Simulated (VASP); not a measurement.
Write the native input for VASP 6.6.1 that does the following.

```
Task                   : single point
Functional             : PBEsol
Potentials or basis    : VASP PAW PBE potentials, release 64 (Cu, I)
Cutoff                 : 520 eV
k mesh                 : 8 × 8 × 8
Occupations            : fermi-dirac, width 0.02 eV
Spin                   : no spin polarisation
Dipole correction      : no
Further INCAR settings : ALGO = Normal; EDIFF = 1e-06; NBANDS = 16
```

The structure of CuI lies in POSCAR:

```
CuI
1.0
    0.0000000000      2.7965479217      2.7965479217
    2.7965479217      0.0000000000      2.7965479217
    2.7965479217      2.7965479217      0.0000000000
Cu I
1 1
Direct
    0.0000000000      0.0000000000      0.0000000000
    0.5000000000      0.5000000000      0.5000000000
```

The input as run:

INCAR

```
PREC = Accurate
ENCUT = 520
EDIFF = 1E-6
ISMEAR = -1
SIGMA = 0.02
LREAL = False
LASPH = True
NELM = 80
ALGO = Normal
ISIF = 2
LWAVE = False
LCHARG = False
GGA = PS
NBANDS = 16
```

KPOINTS

```
Automatic mesh
0
Gamma
  8 8 8
```

Potentials or basis: VASP PAW PBE potentials, release 64 (Cu, I).

Command:

```bash
$ cat potpaw_PBE.64/Cu/POTCAR potpaw_PBE.64/I/POTCAR > POTCAR
$ mpirun -np 1 vasp_std > vasp.out
```

Results of the run:

| Property | Result |
| --- | --- |
| Pressure | 0.4 GPa |
| Band gap on the k mesh | zero (band 9 reaches 6.99 eV, above the bottom of band 10 at 6.36 eV) |

Caveat: the PAW data sets were made with another functional, which shifts forces and pressure a little; spin-orbit coupling is left out, which moves the levels of the heavy elements; semilocal functionals often make such compounds metallic where correlation or magnetic order opens a gap, which also shifts bond lengths.

Wall time 13 s on 1 thread of Intel(R) Xeon(R) Platinum 8559C (Emerald Rapids), on a shared host, peak memory 0.18 GiB.
